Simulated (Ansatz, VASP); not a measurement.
# Hf3Br2 in VASP and in Ansatz

Contents of INCAR:

```
ALGO = Normal ; EDIFF = 1E-7
ENCUT = 520 ; GGA = PE
ISIF = 2 ; ISMEAR = 0
LASPH = T ; LCHARG = F
LREAL = F ; LWAVE = F
NBANDS = 30 ; NELM = 60
PREC = Accurate ; SIGMA = 0.1
```

The input KPOINTS:

```
k-points
0
Gamma
  6 6 6
```

The input POSCAR:

```
Hf3Br2
1.0
   -1.9267016100      1.9267016100      8.6428311400
    1.9267016100     -1.9267016100      8.6428311400
    1.9267016100      1.9267016100     -8.6428311400
Hf Br
3 2
Direct
    0.0000000000      0.0000000000      0.0000000000
    0.3992427000      0.3992427000      0.0000000000
    0.6007573000      0.6007573000      0.0000000000
    0.1997710600      0.1997710600      0.0000000000
    0.8002289400      0.8002289400      0.0000000000
```

Input for Ansatz:

```yaml
crystal:
  lattice:
    - [-1.92670161, 1.92670161, 8.64283114]
    - [1.92670161, -1.92670161, 8.64283114]
    - [1.92670161, 1.92670161, -8.64283114]
  atoms:
    - { symbol: Hf, position: [0.0, 0.0, 0.0] }
    - { symbol: Hf, position: [0.3992427, 0.3992427, 0.0] }
    - { symbol: Hf, position: [0.6007573, 0.6007573, 0.0] }
    - { symbol: Br, position: [0.19977106, 0.19977106, 0.0] }
    - { symbol: Br, position: [0.80022894, 0.80022894, 0.0] }
basis:
  ecutwfc: 420
kpoints:
  mp_grid: { grid: [6, 6, 6] }
hamiltonian:
  xc: pbe
scf:
  occupations: { method: gaussian, width: 0.1 }
  lower_state_search: "off"
output:
  forces: true
  stress: true
  eigenvalues: true
```

Change from the starting cell: species swapped into the Nb3Au2 type (I4/mmm, No. 139).

Alike in both runs: task single point; functional PBE; k mesh 6 × 6 × 6; occupations gaussian, width 0.1 eV; no spin polarisation.

|  | VASP | Ansatz |
| --- | --- | --- |
| version | VASP 6.6.1 | Ansatz 0.2.0 |
| potentials or method | VASP PAW PBE potentials, release 64 (Hf_pv, Br), cutoff 520 eV | scalar-relativistic, plane waves, PAW |
| valence electrons in the cell | 44 | 92 |

VASP gave:

```
gap on the k mesh at the Fermi level (eV)                     : none
pressure (GPa)                                                : -9.5
traceless stress, the component that is largest in VASP (GPa) : 3.19
rms of the force components (eV/Å)                            : 0.575
```

Problem. Which values does Ansatz return?

Solution. gap on the k mesh at the Fermi level (eV): none; pressure (GPa): -9.2; traceless stress, the component that is largest in VASP (GPa): 3.20; rms of the force components (eV/Å): 0.568.

Atom by atom the forces differ by 0.009 eV/Å (rms over components). A gap of «none» marks a metal or a gap that the smearing closes. VASP's potentials hold 44 valence electrons a cell and Ansatz's 92, so a difference there can come from the potentials and not from the codes.

The k mesh is coarse, so the values compare programs but aren't converged. Spin-orbit coupling is off throughout.
